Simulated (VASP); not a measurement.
Set up this calculation in VASP 6.6.1, as the native input.

```yaml
Task: relaxation of cell and atoms
Functional: PBE
Potentials_or_basis: VASP PAW PBE potentials, release 64 (Ga_d, P)
Cutoff: 600 eV
k_mesh: 14 × 14 × 14
Occupations: fermi-dirac, width 0.1 eV
Spin: no spin polarisation
Dipole_correction: no
Further_INCAR_settings: ALGO = Normal; EDIFF = 1e-06; IBRION = 2; EDIFFG = -0.005; NSW = 60; ISIF = 3
```

The structure of GaP (rocksalt type) lies in POSCAR:

```
GaP
1.0
    0.0000000000      2.3472160896      2.3472160896
    2.3472160896      0.0000000000      2.3472160896
    2.3472160896      2.3472160896      0.0000000000
Ga P
1 1
Direct
    0.0000000000      0.0000000000      0.0000000000
    0.5000000000      0.5000000000      0.5000000000
```

One way to write it, as run:

INCAR

```
PREC = Accurate
ENCUT = 600
EDIFF = 1E-6
ISMEAR = -1
SIGMA = 0.1
LREAL = False
LASPH = True
NELM = 60
ALGO = Normal
ISIF = 3
LWAVE = False
LCHARG = False
GGA = PE
IBRION = 2
NSW = 60
EDIFFG = -0.005
```

KPOINTS

```
Automatic mesh
0
Gamma
  14 14 14
```

Potentials or basis: VASP PAW PBE potentials, release 64 (Ga_d, P).

Launch:

```sh
$ cat potpaw_PBE.64/Ga_d/POTCAR potpaw_PBE.64/P/POTCAR > POTCAR
$ mpirun -np 1 vasp_std > vasp.out
```

Results of the run:

```
Relaxed volume                         : 17.19 Å³/atom
Relaxed cell                           : a = 3.650 Å, b = 3.650 Å, c = 3.650 Å, α = 60.00°, β = 60.00°, γ = 60.00°
Space group after relaxing (to 0.05 Å) : Fm-3m (No. 225)
Energy gained by relaxing              : 485.3 meV/atom
Ionic steps                            : 20
Pressure after relaxing                : 0.0 GPa
Band gap on the k mesh                 : zero (band 9 reaches 6.90 eV, above the bottom of band 10 at 3.75 eV)
```

Caveat: the volume moved by over 15 % at a fixed basis, so the end points are rough.

Wall time 4.7 min on 1 thread of Intel(R) Xeon(R) 6975P-C (Granite Rapids), on a shared host, peak memory 0.2 GiB.
